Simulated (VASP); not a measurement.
Input of a VASP 6.6.1 run:

The input INCAR:

```
SYSTEM = InSb
PREC = Accurate
ENCUT = 520
EDIFF = 1E-6
ISMEAR = 0
SIGMA = 0.1
LREAL = .False.
LASPH = .True.
NELM = 60
ALGO = Normal
ISIF = 2
LWAVE = .False.
LCHARG = .False.
GGA = CA
NBANDS = 16
```

KPOINTS

```
Automatic mesh
0
Gamma
  12 12 12
  0 0 0
```

File POSCAR:

```
InSb
1.0
    0.0000000000      3.2599290560      3.2599290560
    3.2599290560      0.0000000000      3.2599290560
    3.2599290560      3.2599290560      0.0000000000
In Sb
1 1
Direct
    0.0000000000      0.0000000000      0.0000000000
    0.2500000000      0.2500000000      0.2500000000
```

Potentials or basis: VASP PAW LDA potentials, release 64 (In_d, Sb).

The run is started by

```console
$ cat potpaw_LDA.64/In_d/POTCAR potpaw_LDA.64/Sb/POTCAR > POTCAR
$ mpirun -np 1 vasp_std > vasp.out
```

(1) What does it give for the band gap on the k mesh?

(2) What does it give for the pressure?

Answers

(1) zero (filled and empty bands touch).

(2) -1.3 GPa.

Caveat: spin-orbit coupling is left out, which moves the levels of the heavy elements.
